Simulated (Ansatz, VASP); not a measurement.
Re: VASP beside Ansatz

```
Re
1.0
     0.00000    1.96464    2.06837
     1.96464    0.00000    2.06837
     1.96464    1.96464    0.00000
Re
1
Direct
  0.00000 0.00000 0.00000
```

Alike in both runs: task single point; functional PBE; k mesh 10 × 10 × 10; occupations gaussian, width 0.15 eV; no spin polarisation.

|  | VASP | Ansatz |
| --- | --- | --- |
| version | VASP 6.6.1 | Ansatz 0.2.0 |
| potentials or method | VASP PAW PBE potentials, release 64 (Re), cutoff 520 eV | scalar-relativistic, plane waves, PAW |
| valence electrons in the cell | 7 | 15 |

```csv
,VASP,Ansatz,Ansatz less VASP
gap on the k mesh at the Fermi level (eV),none,none,-
pressure (GPa),-20.3,-19.5,+0.76
"traceless stress, the component that is largest in VASP (GPa)",-8.87,-8.96,-0.095
```

A gap of «none» marks a metal or a gap that the smearing closes. The functional is the same, so the differences come from potentials, cutoffs and numerics. VASP's potentials hold 7 valence electrons a cell and Ansatz's 15, so a difference there can come from the potentials and not from the codes.

Spin-orbit coupling is off throughout.
